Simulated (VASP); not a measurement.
Write the native input for VASP 6.6.1 that does the following.

* Task: single point
* Functional: HSE06
* Potentials or basis: VASP PAW PBE potentials, release 64 (Cs_sv, Cl)
* Cutoff: 400 eV
* k mesh: 4 × 4 × 4
* Occupations: fermi-dirac, width 0.05 eV
* Spin: no spin polarisation
* Dipole correction: no
* Grid for exact exchange (PRECFOCK): Normal
* Further INCAR settings: ALGO = Normal; EDIFF = 1e-06; NBANDS = 15
* Share of exact exchange: 0.25
* Screening parameter: 0.2079 1/Å

The system is CsCl (CsCl type).

```
Cs Cl
1.0
     4.25527    0.00000    0.00000
     0.00000    4.25527    0.00000
     0.00000    0.00000    4.25527
Cs Cl
1 1
Direct
  0.00000 0.00000 0.00000
  0.50000 0.50000 0.50000
```

These files were run (other wordings do the same):

POSCAR

```
CsCl
1.0
    4.2552694960      0.0000000000      0.0000000000
    0.0000000000      4.2552694960      0.0000000000
    0.0000000000      0.0000000000      4.2552694960
Cs Cl
1 1
Direct
    0.0000000000      0.0000000000      0.0000000000
    0.5000000000      0.5000000000      0.5000000000
```

INCAR.step1

```
ALGO = Normal
EDIFF = 1E-5
ENCUT = 400
GGA = PE
GGA_COMPAT = F
ISIF = 2
ISMEAR = -1
LASPH = T
LCHARG = F
LREAL = F
LWAVE = T
NBANDS = 15
NELM = 120
PREC = Accurate
SIGMA = 0.05
```

INCAR.step2

```
ALGO = Normal
EDIFF = 1E-6
ENCUT = 400
GGA = PE
GGA_COMPAT = F
HFSCREEN = 0.2079
ISIF = 2
ISMEAR = -1
ISTART = 1
LASPH = T
LCHARG = F
LHFCALC = T
LREAL = F
LWAVE = F
NBANDS = 15
NELM = 120
PREC = Accurate
PRECFOCK = Normal
SIGMA = 0.05
```

KPOINTS

```
k-points
0
Gamma
  4 4 4
```

Potentials or basis: VASP PAW PBE potentials, release 64 (Cs_sv, Cl).

The run is started by

```bash
$ cat potpaw_PBE.64/Cs_sv/POTCAR potpaw_PBE.64/Cl/POTCAR > POTCAR
$ cp INCAR.step1 INCAR
$ mpirun -np 1 vasp_std > vasp.out
$ cp INCAR.step2 INCAR
$ mpirun -np 1 vasp_std > vasp.out
```

Results of the run:

| Property | Result |
| --- | --- |
| Pressure | -0.8 GPa |
| Band gap on the k mesh | 6.14 eV |

Caveat: the PAW data sets were made with another functional, which shifts forces and pressure a little; spin-orbit coupling is left out, which moves the levels of the heavy elements.

Wall time 5.5 min on 1 thread of Intel(R) Xeon(R) Platinum 8175M CPU @ 2.50GHz (Skylake/Cascade Lake), with other jobs on the host, peak memory 0.26 GiB.
